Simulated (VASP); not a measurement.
A run of VASP 6.6.1 is set up as follows.

INCAR

```
SYSTEM = Au
PREC = Accurate
ENCUT = 520
EDIFF = 1E-6
ISMEAR = -1
SIGMA = 0.05
LREAL = .FALSE.
LASPH = .TRUE.
NELM = 60
ALGO = Normal
ISIF = 2
LWAVE = .FALSE.
LCHARG = .FALSE.
GGA = PE
NBANDS = 18
```

KPOINTS

```
regular mesh
0
G
  11 11 6
  0 0 0
```

File POSCAR:

```
Au
1.0
    1.3824996368     -2.5037564861      0.0000000000
    1.3824996368      2.5037564861      0.0000000000
    0.0000000000      0.0000000000      4.7932809775
Au
2
Direct
    0.3346720300      0.6653279700      0.2500000000
    0.6653279700      0.3346720300      0.7500000000
```

Potentials or basis: VASP PAW PBE potentials, release 64 (Au).

Run with:

```console
$ cat potpaw_PBE.64/Au/POTCAR > POTCAR
$ mpirun -np 1 vasp_std > vasp.out
```

Problem. What does it give for the pressure?

Solution. 14.3 GPa.

Problem. Predict the largest force.

Solution. 0.049 eV/Å.

Problem. What does it give for the band gap on the k mesh?

Solution. Zero (bands 11 and 12 overlap by 6.54 eV).

Stress tensor (GPa, compression positive):
```
18.66  0.00  0.00
 0.00 12.42  0.00
 0.00  0.00 11.94
```

Caveat: the stress differs along the axes, from 12 to 19 GPa; spin-orbit coupling is left out, which moves the levels of the heavy elements.
